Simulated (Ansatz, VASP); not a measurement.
## One calculation of Cs2Au, two programs

```
Cs Au
1.0
     5.93008    0.00000    0.00000
     0.00000    5.93008    0.00000
     0.00000    0.00000    9.52774
Cs Au
4 2
Cartesian
  0.0000 0.0000 0.0000
  2.9650 2.9650 0.0000
  0.0000 2.9650 3.6627
  2.9650 0.0000 5.8650
  0.0000 2.9650 7.3492
  2.9650 0.0000 2.1785
```

Alike in both runs: functional PBE; k mesh 6 × 6 × 4; occupations gaussian, width 0.1 eV; no spin polarisation.

Ansatz relaxed the structure, and its values are those at the end. VASP's run is a single point on that final structure, the one shown.

|  | VASP | Ansatz |
| --- | --- | --- |
| version | VASP 6.6.1 | Ansatz 0.2.0 |
| potentials or method | VASP PAW PBE potentials, release 64 (Cs_sv, Au), cutoff 520 eV | scalar-relativistic, plane waves, PAW |
| valence electrons in the cell | 58 | 74 |

```csv
,VASP,Ansatz,Ansatz less VASP
gap on the k mesh at the Fermi level (eV),none,none,-
pressure (GPa),0.0,0.0,-0.01
```

A gap of «none» marks a metal or a gap that the smearing closes. VASP's potentials hold 58 valence electrons a cell and Ansatz's 74, so a difference there can come from the potentials and not from the codes.

Spin-orbit coupling is off throughout.
